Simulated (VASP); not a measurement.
# F (C2/m) in VASP: further runs

The runs below take F through single point, with PBEsol.

All numbers are computed with VASP 6.6.1; they aren't measurements. Logs are shortened: lines on timing, memory, paths and dates and some standing lists are left out, and cuts for length are marked.

## Step 1: The cell of the first run

The structure is monoclinic, space group C2/m (No. 12). The conventional cell has a = 5.914 Å, b = 3.389 Å, c = 7.139 Å, α = 90.00°, β = 112.50°, γ = 90.00°. F (site symmetry m) has 1 F at 1.51 Å within 2.0 Å. F (site symmetry m) has 1 F at 1.33 Å within 1.8 Å.

## Step 2: Single point, PBEsol

Contents of INCAR:

```
PREC     = Accurate       # precision mode
ENCUT    = 520            # plane-wave cutoff, eV
EDIFF    = 1E-6           # SCF threshold, eV
ISMEAR   = 0              # smearing method
SIGMA    = 0.05           # smearing width, eV
LREAL    = False          # projectors in reciprocal space
LASPH    = True           # aspherical terms in the spheres
NELM     = 100            # most SCF steps
ALGO     = Normal         # electronic algorithm
ISIF     = 2              # what is computed and relaxed
LWAVE    = False          # write WAVECAR
LCHARG   = False          # write CHGCAR
GGA      = PS             # functional
NBANDS   = 22             # bands
```

Contents of KPOINTS:

```
Automatic mesh
0
Gamma
  4 4 2
```

Contents of POSCAR:

```
F
1.0
    2.9484629692     -1.6945827202     -0.2274109001
    2.9484629692      1.6945827202     -0.2274109001
   -2.2170189184      0.0000000000      6.7863396219
F
4
Direct
    0.0848459664      0.0848459664      0.1099880702
    0.9151540336      0.9151540336      0.8900119298
    0.5015719855      0.5015719855      0.5937195244
    0.4984280145      0.4984280145      0.4062804756
```

Potentials or basis: VASP PAW PBE potentials, release 64 (F).

Started as:

```bash
$ cat potpaw_PBE.64/F/POTCAR > POTCAR
$ mpirun -np 1 vasp_std > vasp.out
```

OUTCAR:

```text
PREC = Accurate
   ENCUT = 520
   EDIFF = 1E-6
   ISMEAR = 0
   LREAL = False
   LASPH = True
   NELM = 100
   ISIF = 2
   GGA = PS

 ion  position               nearest neighbor table
   1  0.085  0.085  0.110-   2 1.51
   2  0.915  0.915  0.890-   1 1.51
   3  0.502  0.502  0.594-   4 1.33
   4  0.498  0.498  0.406-   3 1.33

  LATTYP: Found a base centered monoclinic cell.
 ALAT       =     5.9144398207
 B/A-ratio  =     0.5730323654
 C/A-ratio  =     1.2070962569
 COS(beta)  =    -0.3827161857

  Lattice vectors:

 A1 = (   2.9484629692,  -1.6945827202,  -0.2274109001)
 A2 = (   2.9484629692,   1.6945827202,  -0.2274109001)
 A3 = (  -2.2170189184,   0.0000000000,   6.7863396219)

Analysis of symmetry for initial positions (statically):
=====================================================================
 Subroutine PRICEL returns:
 Original cell was already a primitive cell.

 Routine SETGRP: Setting up the symmetry group for a
 base centered monoclinic supercell.

 Subroutine GETGRP returns: Found  4 space group operations
 (whereof  4 operations were pure point group operations)
 out of a pool of  4 trial point group operations.

The static configuration has the point symmetry C_2h.

Analysis of symmetry for dynamics (positions and initial velocities):
=====================================================================
 Subroutine PRICEL returns:
 Original cell was already a primitive cell.

 Routine SETGRP: Setting up the symmetry group for a
 base centered monoclinic supercell.

 Subroutine GETGRP returns: Found  4 space group operations
 (whereof  4 operations were pure point group operations)
 out of a pool of  4 trial point group operations.

The dynamic configuration has the point symmetry C_2h.

 Subroutine INISYM returns: Found  4 space group operations
 (whereof  4 operations are pure point group operations),
 and found     1 'primitive' translations

----------------------------------------------------------------------------------------

                                     Primitive cell

  volume of cell :      66.1060

  direct lattice vectors                    reciprocal lattice vectors
     2.948462969 -1.694582720 -0.227410900     0.173963239 -0.295057889  0.056831785
     2.948462969  1.694582720 -0.227410900     0.173963239  0.295057889  0.056831785
    -2.217018918  0.000000000  6.786339622     0.011659050  0.000000000  0.151163719

  length of vectors
     3.408336866  3.408336866  7.139298169     0.347206305  0.347206305  0.151612675

  position of ions in fractional coordinates (direct lattice)
     0.084845966  0.084845966  0.109988070
     0.915154034  0.915154034  0.890011930
     0.501571986  0.501571986  0.593719524
     0.498428014  0.498428014  0.406280476

  ion indices of the primitive-cell ions
   primitive index   ion index
                 1           1
                 2           2
                 3           3
                 4           4

----------------------------------------------------------------------------------------

 KPOINTS: Automatic mesh

Automatic generation of k-mesh.
 Grid dimensions read from file:
 generate k-points for:    4    4    2

 Generating k-lattice:

  Cartesian coordinates                     Fractional coordinates (reciprocal lattice)
     0.043490810 -0.073764472  0.014207946     0.250000000 -0.000000000  0.000000000
     0.043490810  0.073764472  0.014207946    -0.000000000  0.250000000  0.000000000
     0.005829525  0.000000000  0.075581859     0.000000000  0.000000000  0.500000000

  Length of vectors
     0.086801576  0.086801576  0.075806338

  Shift w.r.t. Gamma in fractional coordinates (k-lattice)
     0.000000000  0.000000000  0.000000000

 Subroutine IBZKPT returns following result:
 ===========================================

 Found     14 irreducible k-points:

 Following reciprocal coordinates:
            Coordinates               Weight
  0.000000  0.000000  0.000000      1.000000
  0.250000 -0.000000  0.000000      4.000000
  0.500000 -0.000000  0.000000      2.000000
  0.250000  0.250000  0.000000      2.000000
  0.500000  0.250000  0.000000      4.000000
 -0.250000  0.250000  0.000000      2.000000
  0.500000  0.500000  0.000000      1.000000
  0.000000  0.000000  0.500000      1.000000
  0.250000 -0.000000  0.500000      4.000000
  0.500000  0.000000  0.500000      2.000000
  0.250000  0.250000  0.500000      2.000000
  0.500000  0.250000  0.500000      4.000000
 -0.250000  0.250000  0.500000      2.000000
  0.500000  0.500000  0.500000      1.000000
   k-points           NKPTS =     14   k-points in BZ     NKDIM =     14   number of bands    NBANDS=     22
   number of dos      NEDOS =    301   number of ions     NIONS =      4
   total plane-waves  NPLWV =  42336
   dimension x,y,z NGX =    28 NGY =   28 NGZ =   54
   dimension x,y,z NGXF=    56 NGYF=   56 NGZF=  108
   ions per type =               4
   NGX,Y,Z   is equivalent  to a cutoff of  13.66, 13.66, 12.57 a.u.
   NGXF,Y,Z  is equivalent  to a cutoff of  27.31, 27.31, 25.15 a.u.
 SYSTEM =  unknown system
   PREC   = accura    normal or accurate (medium, high low for compatibility)
   ISTART =      0    job   : 0-new  1-cont  2-samecut
   ICHARG =      2    charge: 1-file 2-atom 10-const
   ISPIN  =      1    spin polarized calculation?
   LNONCOLLINEAR =      F non collinear calculations
   LSORBIT =      F    spin-orbit coupling
   LASPH  =      T    aspherical Exc in radial PAW
   ENCUT  =  520.0 eV  38.22 Ry    6.18 a.u.   6.34  6.34 13.27*2*pi/ulx,y,z
   NELM   =    100;   NELMIN=  2; NELMDL= -5     # of ELM steps
   EDIFF  = 0.1E-05   stopping-criterion for ELM
   LREAL  =      F    real-space projection
   EDIFFG = 0.1E-04   stopping-criterion for IOM
   NSW    =      0    number of steps for IOM
   IBRION =     -1    ionic relax: 0-MD 1-quasi-New 2-CG
   NFREE  =      0    steps in history (QN), initial steepest desc. (CG)
   ISIF   =      2    stress and relaxation
   ISYM   =      2    0-nonsym 1-usesym 2-fastsym
   POTIM  = 0.5000    time-step for ionic-motion
   TEBEG  =    0.0;   TEEND  =   0.0 temperature during run
   PSTRESS=    0.0 pullay stress
   NELECT =      28.0000    total number of electrons
   NUPDOWN=      -1.0000    fix difference up-down
   EMIN   =  10.00;   EMAX   =-10.00  energy-range for DOS
   EFERMI =   0.00;   METHOD = LEGACY
   ISMEAR =     0;   SIGMA  =   0.05  broadening in eV -4-tet -1-fermi 0-gaus
   EFERMI_NEDOS =   21; number of points for ismear=-14 and -15
   IALGO  =     38    algorithm
   IMIX   =      4    mixing-type and parameters
     AMIX     =   0.40;   BMIX     =  1.00
     AMIX_MAG =   1.60;   BMIX_MAG =  1.00
  volume/ion in A,a.u.               =      16.53       111.53
  Fermi-wavevector in a.u.,A,eV,Ry     =   1.229459  2.323340 20.566135  1.511568
  Thomas-Fermi vector in A             =   2.364345
   LORBIT       =      0    0 simple, 1 ext, 2 COOP (PROOUT), +10 PAW based schemes
   GGA     = PS    functional components
   LHFCALC =     F    Hartree Fock is set to
   AEXX    =    0.0000 exact exchange contribution
   IVDW    =     0    specifies the selected vdW correction
   LEPSILON=     F    determine dielectric tensor
   LRPA    =     F    only Hartree local field effects (RPA)
 non-spin polarized calculation
 Gauss-broadening in eV      SIGMA  =   0.05
  energy-cutoff  :      520.00
  volume of cell :       66.11
 maximum number of plane-waves:      1786
 NGX is ok and might be reduce to    28
   NGX = 13   NGY = 13   NGZ = 27

 number of electron      27.9999998 magnetization

 Free energy of the ion-electron system (eV)
  ---------------------------------------------------
  ext. energy  EPLUGINS =         0.00000000
  ---------------------------------------------------
  free energy    TOTEN  =        -7.53395957 eV

  energy without entropy =       -7.53395957  energy(sigma->0) =       -7.53395957

 E-fermi :  -4.9343     XC(G=0):  -7.4502

 val. band max:       -5.1517697929   @ k =   0.5000   0.5000   0.0000
 cond. band min:      -3.1514440023   @ k =   0.0000   0.0000   0.0000
 fundamental gap:      2.0003257907
 Fermi energy:        -4.9342709898

 k-point     1 :       0.0000    0.0000    0.0000
  band No.  band energies     occupation
      1     -31.6788      2.00000
      2     -28.7779      2.00000
      3     -24.0446      2.00000
      4     -23.3180      2.00000
      5     -12.3133      2.00000
      6     -10.8032      2.00000
[... 14 lines left out ...]
     21      15.5598      0.00000
     22      15.8088      0.00000

 k-point     2 :       0.2500   -0.0000    0.0000
  band No.  band energies     occupation
      1     -31.6539      2.00000
      2     -28.7491      2.00000
      3     -23.9904      2.00000
      4     -23.3382      2.00000
      5     -12.2411      2.00000
      6     -10.9069      2.00000
[... 14 lines left out ...]
     21      12.8150      0.00000
     22      14.5298      0.00000

 k-point     3 :       0.5000   -0.0000    0.0000
  band No.  band energies     occupation
      1     -31.6290      2.00000
      2     -28.7202      2.00000
      3     -23.9317      2.00000
      4     -23.3625      2.00000
      5     -12.1521      2.00000
      6     -11.0389      2.00000
[... 14 lines left out ...]
     21      11.4017      0.00000
     22      12.0271      0.00000
[... 226 lines left out ...]
 k-point    13 :      -0.2500    0.2500    0.5000
  band No.  band energies     occupation
      1     -31.6289      2.00000
      2     -28.7200      2.00000
      3     -23.9317      2.00000
      4     -23.3624      2.00000
      5     -12.1463      2.00000
      6     -11.0106      2.00000
[... 14 lines left out ...]
     21      11.9407      0.00000
     22      11.9976      0.00000

 k-point    14 :       0.5000    0.5000    0.5000
  band No.  band energies     occupation
      1     -31.6240      2.00000
      2     -28.7167      2.00000
      3     -23.9411      2.00000
      4     -23.3834      2.00000
      5     -12.1802      2.00000
      6     -11.1140      2.00000
[... 14 lines left out ...]
     21      10.6233      0.00000
     22      10.8239      0.00000

------------------------ aborting loop because EDIFF is reached ----------------------------------------

  FORCE on cell =-STRESS in cart. coord.  units (eV):
  Direction    XX          YY          ZZ          XY          YZ          ZX
  --------------------------------------------------------------------------------------
  -------------------------------------------------------------------------------------
  Total       -0.1619533     -0.1572689      1.5082555      0.0000000      0.0000000     -2.5062663
  in kB       -3.9251803     -3.8116449     36.5548165      0.0000000      0.0000000    -60.7430942
  external PRESSURE =       9.6059971 kB  Pullay stress =       0.0000000 kB

 VOLUME and BASIS-vectors are now :
 -----------------------------------------------------------------------------
  energy-cutoff  :      520.00
  volume of cell :       66.11
      direct lattice vectors                 reciprocal lattice vectors
     2.948462969 -1.694582720 -0.227410900     0.173963239 -0.295057889  0.056831785
     2.948462969  1.694582720 -0.227410900     0.173963239  0.295057889  0.056831785
    -2.217018918  0.000000000  6.786339622     0.011659050  0.000000000  0.151163719

 POSITION                                       TOTAL-FORCE (eV/Angst)
 -----------------------------------------------------------------------------------
      0.25648      0.00000      0.70783        -0.693375      0.000000     -2.167455
      3.42342      0.00000      5.62369         0.693375      0.000000      2.167455
      1.64145      0.00000      3.80106        -1.074875      0.000000      3.592851
      2.03846      0.00000      2.53046         1.074875      0.000000     -3.592851
 -----------------------------------------------------------------------------------
    total drift:                               -0.000000      0.000000      0.000000

  FREE ENERGIE OF THE ION-ELECTRON SYSTEM (eV)
  ---------------------------------------------------
  free  energy   TOTEN  =        -7.5339595651 eV

  energy  without entropy=       -7.5339595651  energy(sigma->0) =       -7.53395957
```

It took 30 s on 1 thread of Intel Xeon 6975P-C, shared host; peak memory 0.18 GiB.

What came out:

```yaml
Free_energy: -7.5340 eV
Pressure: 1.0 GPa
Largest_force: 3.750 eV/Å
Band_gap_on_the_k_mesh: 2.00 eV, indirect (least direct gap 2.11 eV)
```

Forces in eV/Å, atoms in the order of the input:
```
F   -0.693  0.000 -2.167
F    0.693  0.000  2.167
F   -1.075  0.000  3.593
F    1.075  0.000 -3.593
```

Caveat: the k points lie up to 0.55 Å⁻¹ apart; the PAW data sets were made with another functional, which shifts forces and pressure a little.

[end of part 1 of 2]
